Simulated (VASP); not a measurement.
ScH5:

```
Sc H
1.0
     3.68120    0.00000    0.00000
    -1.84060    3.18801    0.00000
     0.00000    0.00000    4.08113
Sc H
1 5
Direct
  0.00000 0.00000 0.50000
  0.33333 0.66667 0.73886
  0.66667 0.33333 0.73886
  0.66667 0.33333 0.26114
  0.33333 0.66667 0.26114
  0.00000 0.00000 0.00000
```

| Item | Value |
| --- | --- |
| Program | VASP 6.6.1 |
| Task | relaxation of cell and atoms |
| Functional | PBE |
| Potentials or basis | VASP PAW PBE potentials, release 64 (Sc_sv, H) |
| Cutoff | 600 eV |
| k mesh | 6 × 6 × 4 |
| Occupations | gaussian, width 0.1 eV |
| Spin | no spin polarisation |

At the start: pressure -16.0 GPa; volume 7.98 Å³/atom.

Q: How do energy, volume and symmetry change on relaxing?

A: Over 18 steps the energy falls by 171.1 meV/atom and the volume is 6.71 Å³/atom (-15.9 %); space group P6/mmm (No. 191, to 0.05 Å).

Step by step:
| step | energy change (eV) | largest force (eV/Å) | pressure (GPa) | volume (Å³) |
| --- | --- | --- | --- | --- |
| 1 | 0.0000 | 0.7090 | -16.03 | 47.89 |
| 2 | -0.5830 | 0.5736 | -10.66 | 42.56 |
| 3 | -0.8737 | 0.3533 | -0.98 | 37.66 |
| 4 | -0.8854 | 0.2695 | 2.97 | 36.32 |
| 5 | -0.8861 | 0.2852 | 2.23 | 36.55 |
| 6 | -0.9209 | 0.2368 | 1.93 | 36.87 |
| 7 | -0.9629 | 0.0925 | 1.67 | 37.71 |
| 8 | -0.9758 | 0.0942 | -0.01 | 38.48 |
| 9 | -0.9789 | 0.0953 | -1.29 | 39.13 |
| 10 | -0.9861 | 0.0707 | -0.36 | 38.95 |
| 11 | -1.0051 | 0.1057 | 1.81 | 38.58 |
| 12 | -0.9635 | 0.1846 | 6.47 | 37.80 |
| 13 | -1.0078 | 0.0631 | 2.58 | 38.43 |
| 14 | -1.0109 | 0.0437 | 2.59 | 38.52 |
| 15 | -1.0143 | 0.0119 | 2.69 | 38.79 |
| 16 | -1.0192 | 0.0041 | 2.02 | 39.10 |
| 17 | -1.0266 | 0.0187 | 0.14 | 40.05 |
| 18 | -1.0268 | 0.0236 | -0.26 | 40.26 |

Final structure:
```
Sc H
1.0
     3.41815    0.00000    0.00000
    -1.70907    2.96020    0.00000
     0.00000    0.00000    3.97894
Sc H
1 5
Direct
  0.00000 0.00000 0.50000
  0.33333 0.66667 0.66654
  0.66667 0.33333 0.66654
  0.66667 0.33333 0.33346
  0.33333 0.66667 0.33346
  0.00000 0.00000 0.00000
```

Caveat: the k points lie up to 0.39 Å⁻¹ apart in the final cell; the volume moved by over 15 % at a fixed basis, so the end points are rough.
